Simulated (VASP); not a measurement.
# CoO (P-6m2) in VASP: a series of runs, part 3 of 3

VASP 6.6.1. Earlier steps stand in the parts before.

## Step 6: Single point, PBE, collinear spin, antiferromagnetic start

This run uses another cell than the first one: it holds 4 atoms, not 2.

INCAR

```
PREC = Accurate
ENCUT = 520
EDIFF = 1E-7
ISMEAR = 0
SIGMA = 0.05
LREAL = F
LASPH = T
NELM = 150
ALGO = Normal
ISIF = 2
LWAVE = F
LCHARG = T
ISPIN = 2
MAGMOM = 2 -2 0 0
LORBIT = 11
LMAXMIX = 4
GGA = PE
LELF = T
LVHAR = T
NBANDS = 27
```

KPOINTS

```
Automatic mesh
0
Gamma
  7 4 7
```

POSCAR

```
CoO
1.0
    1.4281496200      2.4736276900      0.0000000000
   -4.2844488400      2.4736276900      0.0000000000
    0.0000000000      0.0000000000      2.7876065300
Co O
2 2
Direct
    0.0000000000      0.0000000000      0.0000000000
    0.5000000000      0.5000000000      0.0000000000
    0.5000000000      0.8333333333      0.5000000000
    0.0000000000      0.3333333333      0.5000000000
```

Potentials or basis: VASP PAW PBE potentials, release 64 (Co, O).

The run is started by

```console
$ cat potpaw_PBE.64/Co/POTCAR potpaw_PBE.64/O/POTCAR > POTCAR
$ mpirun -np 1 vasp_std > vasp.out
```

OUTCAR:

```text
PREC = Accurate
   ENCUT = 520
   EDIFF = 1E-7
   ISMEAR = 0
   LREAL = F
   LASPH = T
   NELM = 150
   ISIF = 2
   ISPIN = 2
   LORBIT = 11
   GGA = PE

 ion  position               nearest neighbor table
   1  0.000  0.000  0.000-   3 2.16   3 2.16   4 2.16   4 2.16   3 2.16   3 2.16   2 2.86   2 2.86
                             2 2.86   2 2.86
   2  0.500  0.500  0.000-   4 2.16   4 2.16   3 2.16   3 2.16   4 2.16   4 2.16   1 2.86   1 2.86
                             1 2.86   1 2.86
   3  0.500  0.833  0.500-   1 2.16   1 2.16   2 2.16   2 2.16   1 2.16   1 2.16
   4  0.000  0.333  0.500-   2 2.16   2 2.16   1 2.16   1 2.16   2 2.16   2 2.16

  LATTYP: Found a simple orthorhombic cell.
 ALAT       =     2.7876065300
 B/A-ratio  =     1.0246421790
 C/A-ratio  =     1.7747323119

  Lattice vectors:

 A1 = (   0.0000000000,   0.0000000000,   2.7876065300)
 A2 = (   1.4281496200,   2.4736276900,   0.0000000000)
 A3 = (  -4.2844488400,   2.4736276900,   0.0000000000)

Analysis of symmetry for initial positions (statically):
=====================================================================
 Subroutine PRICEL returns following result:

  LATTYP: Found a hexagonal cell.
 ALAT       =     2.8562992290
 C/A-ratio  =     0.9759504542
[... 12 lines left out ...]
 Subroutine GETGRP returns: Found  4 space group operations
 (whereof  4 operations were pure point group operations)
 out of a pool of  8 trial point group operations.

The static configuration has the point symmetry C_2v.

Analysis of symmetry for dynamics (positions and initial velocities):
=====================================================================
 Subroutine PRICEL returns following result:

  LATTYP: Found a hexagonal cell.
 ALAT       =     2.8562992290
 C/A-ratio  =     0.9759504542
[... 12 lines left out ...]
 Subroutine GETGRP returns: Found  4 space group operations
 (whereof  4 operations were pure point group operations)
[... 169 lines left out ...]

 Free energy of the ion-electron system (eV)
  ---------------------------------------------------
  ext. energy  EPLUGINS =         0.00000000
  ---------------------------------------------------
  free energy    TOTEN  =       -25.89069762 eV

  energy without entropy =      -25.88465640  energy(sigma->0) =      -25.88767701

 E-fermi :   7.5301     XC(G=0): -12.3173

 val. band max:        7.5245396343   @ k =   0.1429   0.2500   0.4286
 cond. band min:       7.5358009276   @ k =   0.1429   0.2500   0.0000
 fundamental gap:      0.0112612933
 Fermi energy:         7.5301296305

 spin component 1

 k-point     1 :       0.0000    0.0000    0.0000
  band No.  band energies     occupation
      1     -12.2785      1.00000
      2     -11.1033      1.00000
      3       0.1418      1.00000
      4       2.9656      1.00000
      5       3.2062      1.00000
      6       3.4616      1.00000
[... 709 lines left out ...]
     26      23.7862      0.00000
     27      24.1025      0.00000

 [... further k-points ...]

 spin component 2

 k-point     1 :       0.0000    0.0000    0.0000
  band No.  band energies     occupation
      1     -12.2785      1.00000
      2     -11.1033      1.00000
      3       0.1418      1.00000
      4       2.9656      1.00000
      5       3.2062      1.00000
      6       3.4616      1.00000
[... 709 lines left out ...]
     26      23.7862      0.00000
     27      24.1025      0.00000

 [... further k-points ...]
[... 5 lines left out ...]
  --------------------------------------------------------------------------------------
  -------------------------------------------------------------------------------------
  Total       -1.2384269     -1.4903347     -3.4869172     -0.2181586      0.0000000     -0.0000000
  in kB      -50.3711011    -60.6170646   -141.8249742     -8.8732650      0.0000000     -0.0000000
  external PRESSURE =     -84.2710466 kB  Pullay stress =       0.0000000 kB

 VOLUME and BASIS-vectors are now :
 -----------------------------------------------------------------------------
  energy-cutoff  :      520.00
  volume of cell :       39.39
      direct lattice vectors                 reciprocal lattice vectors
     1.428149620  2.473627690  0.000000000     0.175051687  0.303198417  0.000000000
    -4.284448840  2.473627690  0.000000000    -0.175051687  0.101066139  0.000000000
     0.000000000  0.000000000  2.787606530     0.000000000  0.000000000  0.358730685

 POSITION                                       TOTAL-FORCE (eV/Angst)
 -----------------------------------------------------------------------------------
      0.00000      0.00000      0.00000        -0.043595      0.025170     -0.000000
     -1.42815      2.47363      0.00000        -0.043595      0.025170      0.000000
     -2.85630      3.29817      1.39380         0.043595     -0.025170     -0.000000
     -1.42815      0.82454      1.39380         0.043595     -0.025170     -0.000000
 -----------------------------------------------------------------------------------
    total drift:                                0.000484     -0.000279     -0.000001

  FREE ENERGIE OF THE ION-ELECTRON SYSTEM (eV)
  ---------------------------------------------------
  free  energy   TOTEN  =       -25.8906976180 eV

  energy  without entropy=      -25.8846563982  energy(sigma->0) =      -25.88767701

 total charge

# of ion       s       p       d       tot
------------------------------------------
    1        0.293   0.356   7.143   7.792
    2        0.293   0.356   7.143   7.792
    3        1.569   3.367   0.000   4.936
    4        1.569   3.367   0.000   4.936
--------------------------------------------------
tot          3.724   7.446  14.286  25.455

 magnetization (x)

# of ion       s       p       d       tot
------------------------------------------
    1        0.006   0.005   2.337   2.349
    2       -0.006  -0.005  -2.337  -2.349
    3        0.006   0.125   0.000   0.132
    4       -0.006  -0.125   0.000  -0.132
--------------------------------------------------
tot          0.000   0.000   0.000   0.000
```

Wall time 1.7 min (1 thread of Intel Xeon Platinum 8375C at 2.90GHz (Ice Lake), shared host); peak memory 0.22 GiB.

What came out:

```
Free energy                                           : -25.8907 eV
Pressure                                              : -8.4 GPa
Largest force                                         : 0.050 eV/Å
Band gap on the k mesh                                : zero (filled and empty bands overlap)
Net moment                                            : 0.00 μB per cell
Site moments                                          : Co +2.35, -2.35; O +0.13, -0.13 μB
Valence electrons inside the program's atomic spheres : Co 7.79; O 4.94
```

Forces in eV/Å, atoms in the order of the input:
```
Co  -0.044  0.025  0.000
Co  -0.044  0.025  0.000
O    0.044 -0.025  0.000
O    0.044 -0.025  0.000
```

Stress tensor (GPa, compression positive):
```
 -5.04  -0.89   0.00
 -0.89  -6.06   0.00
  0.00   0.00 -14.18
```

Caveat: the cell stands under tension; semilocal functionals often make such compounds metallic where correlation or magnetic order opens a gap, which also shifts bond lengths. With open d or f shells a metallic result of PBE can be an artefact of self-interaction; +U or a hybrid may open a gap.

## Step 7: Summary

| potentials or basis | spin | cell | k mesh | cutoff (eV) | smearing | gap on the mesh (eV) | pressure (GPa) | moment (μB) |
| --- | --- | --- | --- | --- | --- | --- | --- | --- |
| VASP PAW PBE potentials, release 64 (Co, O) | collinear, ferromagnetic start | a = 2.856, b = 2.856, c = 2.788 Å, angles 90.0, 90.0, 120.0°, 2 atoms, atomic positions A | 11 × 11 × 10 | 520 | fermi-dirac 0.05 eV | none | -8.0 | 3.00 |
| VASP PAW PBE potentials, release 64 (Co, O) | collinear, antiferromagnetic start | a = 2.856, b = 4.947, c = 2.788 Å, 4 atoms, atomic positions B | 7 × 4 × 7 | 520 | gaussian 0.05 eV | none | -8.4 | 0.00 |
| VASP PAW PBE potentials, release 64 (Co_sv, O) | collinear, ferromagnetic start | a = 2.894, b = 2.894, c = 2.824 Å, angles 90.0, 90.0, 120.0°, 2 atoms, atomic positions A | 11 × 11 × 10 | 600 | fermi-dirac 0.05 eV | none | -15.3 | 3.00 |

Alike in all rows: task single point; level PBE.

Caveats: the cell stands under tension; semilocal functionals often make such compounds metallic where correlation or magnetic order opens a gap, which also shifts bond lengths; a cell with one magnetic atom can't hold antiferromagnetic order, which such compounds often take (at least some runs).

Absolute energies hang on the potentials; compare differences alone.
